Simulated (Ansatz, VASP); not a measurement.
Two plane-wave programs on Cu

The input INCAR:

```
  ALGO = Fast
  EDIFF = 1E-6
  ENCUT = 520
  GGA = PE
  ISIF = 2
  ISMEAR = 0
  LASPH = True
  LCHARG = False
  LREAL = False
  LWAVE = False
  NBANDS = 18
  NELM = 60
  PREC = Accurate
  SIGMA = 0.15
```

The input KPOINTS:

```
k-points
0
Gamma
  24 24 12
```

The input POSCAR:

```
Cu
1.0
    2.4073918363      0.0000000000      0.0000000000
   -1.2036959182      2.0848624871      0.0000000000
    0.0000000000      0.0000000000      3.9069424500
Cu
2
Direct
    0.3333333333      0.6666666667      0.2500000000
    0.6666666667      0.3333333333      0.7500000000
```

Input for Ansatz:

```yaml
crystal:
  lattice:
    - [2.4073918363, 0.0, 0.0]
    - [-1.2036959182, 2.0848624871, 0.0]
    - [0.0, 0.0, 3.90694245]
  atoms:
    - { symbol: Cu, position: [0.3333333333, 0.6666666667, 0.25] }
    - { symbol: Cu, position: [0.6666666667, 0.3333333333, 0.75] }
basis:
  ecutwfc: 420
kpoints:
  mp_grid: { grid: [24, 24, 12] }
hamiltonian:
  xc: pbe
scf:
  occupations: { method: gaussian, width: 0.15 }
output:
  forces: true
  stress: true
  eigenvalues: true
  write_density: true
  write_potential: true
  elf: true
  volumetric_format: npy
```

Change from the starting cell: strain -0.050 along x and y, -0.050 along z, atoms carried along.

Alike in both runs: task single point; functional PBE; k mesh 24 × 24 × 12; occupations gaussian, width 0.15 eV; no spin polarisation.

```csv
,VASP,Ansatz
version,VASP 6.6.1,Ansatz 0.2.0
potentials or method,"VASP PAW PBE potentials, release 64 (Cu), cutoff 520 eV","scalar-relativistic, plane waves, PAW"
valence electrons in the cell,22,38
```

Ansatz gave:

- gap on the k mesh at the Fermi level (eV): none
- pressure (GPa): 46.0
- traceless stress, the component that is largest in VASP (GPa): 2.14

**Question.** Which values does VASP return?

**Answer.** gap on the k mesh at the Fermi level (eV): none; pressure (GPa): 46.6; traceless stress, the component that is largest in VASP (GPa): 2.11.

A gap of «none» marks a metal or a gap that the smearing closes. Both programs put the cell under a high pressure, so it lies far from rest at this level. With one functional, cell and mesh, what is left measures potentials, basis and numerics. VASP's potentials hold 22 valence electrons a cell and Ansatz's 38, so a difference there can come from the potentials and not from the codes.
